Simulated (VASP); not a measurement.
Set up this calculation in VASP 6.6.1, as the native input.

| Item | Value |
| --- | --- |
| Task | single point |
| Functional | LDA |
| Potentials or basis | VASP PAW LDA potentials, release 64 (Y_sv, In_d) |
| Cutoff | 520 eV |
| k mesh | 5 × 5 × 5 |
| Occupations | fermi-dirac, width 0.1 eV |
| Spin | no spin polarisation |
| Dipole correction | no |
| Further INCAR settings | ALGO = Normal; EDIFF = 1e-07; NBANDS = 33 |

The structure of YIn3 lies in POSCAR:

```
YIn3
1.0
    4.5167237246      0.0000000000      0.0000000000
    0.0000000000      4.5167237246      0.0000000000
    0.0000000000      0.0000000000      4.5167237246
Y In
1 3
Direct
    0.0000000000      0.0000000000      0.0000000000
    0.0000000000      0.5000000000      0.5000000000
    0.5000000000      0.0000000000      0.5000000000
    0.5000000000      0.5000000000      0.0000000000
```

These files were run (other wordings do the same):

INCAR

```
SYSTEM = YIn3
PREC = Accurate
ENCUT = 520
EDIFF = 1E-7
ISMEAR = -1
SIGMA = 0.1
LREAL = .False.
LASPH = .True.
NELM = 100
ALGO = Normal
ISIF = 2
LWAVE = .False.
LCHARG = .True.
GGA = CA
LELF = .True.
LVHAR = .True.
NBANDS = 33
```

KPOINTS

```
Automatic mesh
0
Gamma
  5 5 5
  0 0 0
```

Potentials or basis: VASP PAW LDA potentials, release 64 (Y_sv, In_d).

The run is started by

```console
$ cat potpaw_LDA.64/Y_sv/POTCAR potpaw_LDA.64/In_d/POTCAR > POTCAR
$ mpirun -np 1 vasp_std > vasp.out
```

It gave:

The pressure is -0.4 GPa and the band gap on the k mesh is zero (bands 25 and 26 overlap by 2.08 eV).

Caveat: spin-orbit coupling is left out, which moves the levels of the heavy elements.

It took 33 s on 1 thread of AMD EPYC 7R13 Processor (Zen 3), on a shared host, peak memory 0.15 GiB.
